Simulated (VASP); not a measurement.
# I (Fmmm) in VASP: settings compared

Aim: see how the results for I move with the level of theory and the settings. Levels: RPBE, HSE06, PBE0, PBEsol-based screened hybrid with 25 % exact exchange. Tasks: relaxation of cell and atoms, single point.

Everything below comes from runs of VASP 6.6.1. Logs are shortened: lines on timing, memory, paths and dates and some standing lists are left out, and cuts for length are marked.

### 1 The cell of the first run

The structure is orthorhombic, space group Fmmm (No. 69). The conventional cell has a = 4.384 Å, b = 4.731 Å, c = 7.820 Å, α = 90.00°, β = 90.00°, γ = 90.00°. I (site symmetry mmm) has 4 I at 3.23 Å within 4.2 Å.

### 2 Relaxation of cell and atoms, RPBE

File INCAR:

```
SYSTEM = I
PREC     = Accurate       ! precision mode
ENCUT    = 600            ! plane-wave cutoff, eV
EDIFF    = 1E-6           ! SCF threshold, eV
ISMEAR   = -1             ! smearing method
SIGMA    = 0.05           ! smearing width, eV
LREAL    = .FALSE.        ! projectors in reciprocal space
LASPH    = .TRUE.         ! aspherical terms in the spheres
NELM     = 100            ! most SCF steps
ALGO     = Normal         ! electronic algorithm
ISIF     = 3              ! what is computed and relaxed
LWAVE    = .FALSE.        ! write WAVECAR
LCHARG   = .FALSE.        ! write CHGCAR
GGA      = RP             ! functional
IBRION   = 2              ! ionic algorithm
NSW      = 80             ! ionic steps
EDIFFG   = -0.01          ! ionic threshold
```

File KPOINTS:

```
regular mesh
0
G
  9 9 9
  0 0 0
```

File POSCAR:

```
I
1.0
    0.0000000000      2.3656004428      3.9098401324
    2.1922454667      0.0000000000      3.9098401324
    2.1922454667      2.3656004428      0.0000000000
I
1
Direct
    0.0000000000      0.0000000000      0.0000000000
```

Potentials or basis: VASP PAW PBE potentials, release 64 (I).

Run with:

```sh
cat potpaw_PBE.64/I/POTCAR > POTCAR
mpirun -np 1 vasp_std > vasp.out
```

OUTCAR:

```text
SYSTEM = I
   PREC = Accurate
   ENCUT = 600
   EDIFF = 1E-6
   ISMEAR = -1
   LREAL = .FALSE.
   LASPH = .TRUE.
   NELM = 100
   ISIF = 3
   GGA = RP
   IBRION = 2
   NSW = 80
   EDIFFG = -0.01

 ion  position               nearest neighbor table
   1  0.000  0.000  0.000-

  LATTYP: Found a face centered orthorhombic cell.
 ALAT       =     4.3844909334
 B/A-ratio  =     1.0790764441
 C/A-ratio  =     1.7834864717

  Lattice vectors:

 A1 = (   0.0000000000,   2.3656004428,   3.9098401324)
 A2 = (   2.1922454667,   0.0000000000,   3.9098401324)
 A3 = (   2.1922454667,   2.3656004428,   0.0000000000)

Analysis of symmetry for initial positions (statically):
=====================================================================
 Subroutine PRICEL returns:
 Original cell was already a primitive cell.

 Routine SETGRP: Setting up the symmetry group for a
 face centered orthorhombic supercell.

 Subroutine GETGRP returns: Found  8 space group operations
 (whereof  8 operations were pure point group operations)
 out of a pool of  8 trial point group operations.

The static configuration has the point symmetry D_2h.

Analysis of symmetry for dynamics (positions and initial velocities):
=====================================================================
 Subroutine PRICEL returns:
 Original cell was already a primitive cell.

 Routine SETGRP: Setting up the symmetry group for a
 face centered orthorhombic supercell.

 Subroutine GETGRP returns: Found  8 space group operations
 (whereof  8 operations were pure point group operations)
 out of a pool of  8 trial point group operations.

The dynamic configuration has the point symmetry D_2h.

 Subroutine INISYM returns: Found  8 space group operations
 (whereof  8 operations are pure point group operations),
 and found     1 'primitive' translations

----------------------------------------------------------------------------------------

                                     Primitive cell

  volume of cell :      40.5527

  direct lattice vectors                    reciprocal lattice vectors
     0.000000000  2.365600443  3.909840132    -0.228076649  0.211362828  0.127882467
     2.192245467  0.000000000  3.909840132     0.228076649 -0.211362828  0.127882467
     2.192245467  2.365600443  0.000000000     0.228076649  0.211362828 -0.127882467

  length of vectors
     4.569782852  4.482498193  3.225214046     0.336224818  0.336224818  0.336224818

  position of ions in fractional coordinates (direct lattice)
[... 100 lines left out ...]
  Thomas-Fermi vector in A             =   2.035812
   LORBIT       =      0    0 simple, 1 ext, 2 COOP (PROOUT), +10 PAW based schemes
   GGA     = RP    functional components
   LHFCALC =     F    Hartree Fock is set to
   AEXX    =    0.0000 exact exchange contribution
   IVDW    =     0    specifies the selected vdW correction
   LEPSILON=     F    determine dielectric tensor
   LRPA    =     F    only Hartree local field effects (RPA)
 conjugate gradient relaxation of ions
 non-spin polarized calculation
  energy-cutoff  :      600.00
  volume of cell :       40.55
 maximum number of plane-waves:      1376
 NGX is ok and might be reduce to    40
   NGX = 19   NGY = 17   NGZ = 13

--------------------------------------- Ionic step        1  -------------------------------------------

 number of electron       6.9999999 magnetization

 Free energy of the ion-electron system (eV)
  ---------------------------------------------------
  ext. energy  EPLUGINS =         0.00000000
  ---------------------------------------------------
  free energy    TOTEN  =        -1.09028618 eV

  energy without entropy =       -1.08522305  energy(sigma->0) =       -1.08775461

------------------------ aborting loop because EDIFF is reached ----------------------------------------

  FORCE on cell =-STRESS in cart. coord.  units (eV):
  Direction    XX          YY          ZZ          XY          YZ          ZX
  --------------------------------------------------------------------------------------
  -------------------------------------------------------------------------------------
  Total        0.4412514      0.3956662      0.5214829      0.0000000      0.0000000      0.0000000
  in kB       17.4332002     15.6321952     20.6030282      0.0000000      0.0000000      0.0000000
  external PRESSURE =      17.8894745 kB  Pullay stress =       0.0000000 kB
[... 86 lines left out ...]
  FREE ENERGIE OF THE ION-ELECTRON SYSTEM (eV)
  ---------------------------------------------------
  free  energy   TOTEN  =        -1.1104621102 eV

  energy  without entropy=       -1.1039541255  energy(sigma->0) =       -1.10720812

 E-fermi :  -0.3861     XC(G=0):  -5.8021

 val. band max:       -0.4551375615   @ k =   0.4444  -0.4444   0.1111
 cond. band min:      -0.3814630972   @ k =  -0.3333   0.4444   0.1111
 fundamental gap:      0.0736744643
 Fermi energy:        -0.3861194185

 k-point     1 :       0.0000    0.0000    0.0000
  band No.  band energies     occupation
      1     -13.4485      2.00000
      2      -2.8234      2.00000
      3       0.1861      0.00002
      4       0.3368      0.00000
      5       3.7104      0.00000
      6       7.0191      0.00000
      7       7.2824      0.00000
[... 221 lines left out ...]
 k-point    24 :       0.4444    0.4444    0.0000
  band No.  band energies     occupation
      1     -13.4457      2.00000
      2      -2.9603      2.00000
      3       0.1835      0.00002
      4       0.3343      0.00000
      5       5.4183      0.00000
      6       6.7965      0.00000
      7       7.0016      0.00000

 [... further k-points ...]

[... ionic steps 4 to 18 ...]

--------------------------------------- Ionic step       19  -------------------------------------------

 number of electron       6.9999998 magnetization

------------------------ aborting loop because EDIFF is reached ----------------------------------------
[... 65 lines left out ...]
--------------------------------------- Ionic step       21  -------------------------------------------

 number of electron       6.9999998 magnetization

 Free energy of the ion-electron system (eV)
  ---------------------------------------------------
  ext. energy  EPLUGINS =         0.00000000
  ---------------------------------------------------
  free energy    TOTEN  =        -1.16770501 eV

  energy without entropy =       -1.16159270  energy(sigma->0) =       -1.16464885

 E-fermi :   0.5249     XC(G=0):  -6.1934

 val. band max:        0.3496350935   @ k =   0.2222   0.3333   0.1111
 cond. band min:       0.5812420194   @ k =  -0.3333   0.4444   0.1111
 fundamental gap:      0.2316069260
 Fermi energy:         0.5249171847

 k-point     1 :       0.0000    0.0000    0.0000
  band No.  band energies     occupation
      1     -12.9282      2.00000
      2      -2.2046      2.00000
      3       1.2234      0.00000
      4       1.2418      0.00000
      5       4.5104      0.00000
      6       7.7744      0.00000
      7       8.2791      0.00000
[... 258 lines left out ...]
  FREE ENERGIE OF THE ION-ELECTRON SYSTEM (eV)
  ---------------------------------------------------
  free  energy   TOTEN  =        -1.1677050083 eV

  energy  without entropy=       -1.1615926986  energy(sigma->0) =       -1.16464885

 reached required accuracy - stopping structural energy minimisation
```

OSZICAR:

```text
N       E                     dE             d eps       ncg     rms          rms(c)
DAV:   1     0.250911929008E+02    0.25091E+02   -0.26912E+03  1750   0.793E+02
DAV:   2    -0.248494617147E+00   -0.25340E+02   -0.24445E+02  2338   0.102E+02
DAV:   3    -0.110954683043E+01   -0.86105E+00   -0.84662E+00  2212   0.225E+01
DAV:   4    -0.111531055707E+01   -0.57637E-02   -0.57635E-02  2723   0.231E+00
[... 195 lines left out ...]
DAV:   1    -0.116773658514E+01   -0.32147E-04   -0.19001E-03  1820   0.258E-01    0.393E-02
DAV:   2    -0.116771618192E+01    0.20403E-04   -0.41011E-05  2079   0.541E-02    0.145E-02
DAV:   3    -0.116770663470E+01    0.95472E-05   -0.14216E-05  2317   0.233E-02    0.604E-03
DAV:   4    -0.116770559685E+01    0.10379E-05   -0.29642E-06  2191   0.110E-02    0.624E-03
DAV:   5    -0.116770500827E+01    0.58858E-06   -0.92877E-07  2121   0.530E-03
  21 F= -.11677050E+01 E0= -.11646489E+01  d E =-.744923E-06
```

It took 5.6 min on 1 thread of AMD EPYC 9R45 (Zen 5), shared host; peak memory 0.2 GiB.

What came out:

```yaml
Free_energy: -1.1677 eV
Relaxed_volume: 60.46 Å³/atom
Relaxed_cell: a = 6.083 Å, b = 6.087 Å, c = 3.278 Å, α = 74.30°, β = 74.45°, γ = 31.25°
Space_group_after_relaxing_to_0.1_Å: I4/mmm (No. 139)
Energy_gained_by_relaxing: 77.4 meV/atom
Ionic_steps: 21
Pressure_after_relaxing: 0.0 GPa
Band_gap_on_the_k_mesh: zero (an odd number of electrons rules out a gap without spin polarisation)
```

Step by step:
| step | energy change (eV) | largest force (eV/Å) | pressure (GPa) | volume (Å³) |
| --- | --- | --- | --- | --- |
| 1 | 0.0000 | 0.0000 | 1.79 | 40.55 |
| 2 | -0.0185 | 0.0000 | 0.35 | 43.27 |
| 3 | -0.0202 | 0.0000 | -0.19 | 44.64 |
| 4 | -0.0361 | 0.0000 | -0.16 | 46.17 |
| 5 | -0.0648 | 0.0000 | 0.00 | 50.66 |
| 6 | -0.0748 | 0.0000 | 0.45 | 59.19 |
| 7 | -0.0642 | 0.0000 | -0.78 | 68.39 |
| 8 | -0.0770 | 0.0000 | 0.01 | 61.76 |
| 9 | -0.0770 | 0.0000 | 0.01 | 61.68 |
| 10 | -0.0765 | 0.0000 | 0.24 | 60.43 |
| 11 | -0.0770 | 0.0000 | 0.04 | 61.57 |
| 12 | -0.0770 | 0.0000 | 0.03 | 61.62 |
| 13 | -0.0772 | 0.0000 | 0.01 | 61.39 |
| 14 | -0.0774 | 0.0000 | -0.05 | 60.70 |
| 15 | -0.0774 | 0.0000 | 0.03 | 60.20 |
| 16 | -0.0774 | 0.0000 | 0.02 | 60.37 |
| 17 | -0.0774 | 0.0000 | 0.00 | 60.50 |
| 18 | -0.0774 | 0.0000 | -0.02 | 60.53 |
| 19 | -0.0774 | 0.0000 | -0.02 | 60.51 |
| 20 | -0.0774 | 0.0000 | -0.03 | 60.50 |
| 21 | -0.0774 | 0.0000 | 0.01 | 60.46 |

Final structure:
```
I
1.0
     0.00000    2.31225    5.62617
     2.32365    0.00000    5.62617
     2.32365    2.31225    0.00000
I
1
Direct
  0.00000 0.00000 0.00000
```

Levels at points of the mesh, in eV from the Fermi level:
```tsv
k point	band 1	band 2	band 3	band 4	band 5	band 6	band 7
(0.00, 0.00, 0.00)	-13.45	-2.73	0.70	0.72	3.99	7.25	7.75
```

Caveat: the volume moved by over 15 % at a fixed basis, so the end points are rough; the PAW data sets were made with another functional, which shifts forces and pressure a little; spin-orbit coupling is left out, which moves the levels of the heavy elements; an odd number of electrons without spin polarisation forces a metal; a magnetic or distorted state may lie lower.

(Continued in part 2 of 2.)
